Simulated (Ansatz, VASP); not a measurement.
# Mg2NCl: VASP beside Ansatz

```
Mg N Cl
1.0
     1.66067    0.95879    6.15305
    -1.66067    0.95879    6.15305
     0.00000   -1.91757    6.15305
Mg N Cl
2 1 1
Direct
  0.22282 0.22282 0.22282
  0.77719 0.77719 0.77719
  0.50000 0.50000 0.50000
  0.00000 0.00000 0.00000
```

Change from the starting cell: strain +0.000 along x and y, +0.025 along z, atoms carried along.

Alike in both runs: task single point; functional LDA; k mesh 9 × 9 × 9; occupations gaussian, width 0.05 eV; no spin polarisation.

|  | VASP | Ansatz |
| --- | --- | --- |
| version | VASP 6.6.1 | Ansatz 0.2.0 |
| potentials or method | VASP PAW LDA potentials, release 64 (Mg, N, Cl), cutoff 520 eV | scalar-relativistic, plane waves, PAW |
| valence electrons in the cell | 16 | 32 |

Ansatz gave:

| Item | Value |
| --- | --- |
| gap on the k mesh at the Fermi level (eV) | 1.86 |
| least direct gap on the mesh (eV) | 1.86 |
| pressure (GPa) | -7.5 |
| traceless stress, the component that is largest in VASP (GPa) | -1.76 |
| rms of the force components (eV/Å) | 0.143 |

Question: Which values does VASP return?

Answer: gap on the k mesh at the Fermi level (eV): 1.83; least direct gap on the mesh (eV): 1.83; pressure (GPa): -8.2; traceless stress, the component that is largest in VASP (GPa): -1.80; rms of the force components (eV/Å): 0.161.

LDA's correlation is that of Perdew and Zunger in VASP and of Perdew and Wang (1992) in Ansatz. Atom by atom the forces differ by 0.019 eV/Å (rms over components). VASP's potentials hold 16 valence electrons a cell and Ansatz's 32, so a difference there can come from the potentials and not from the codes.
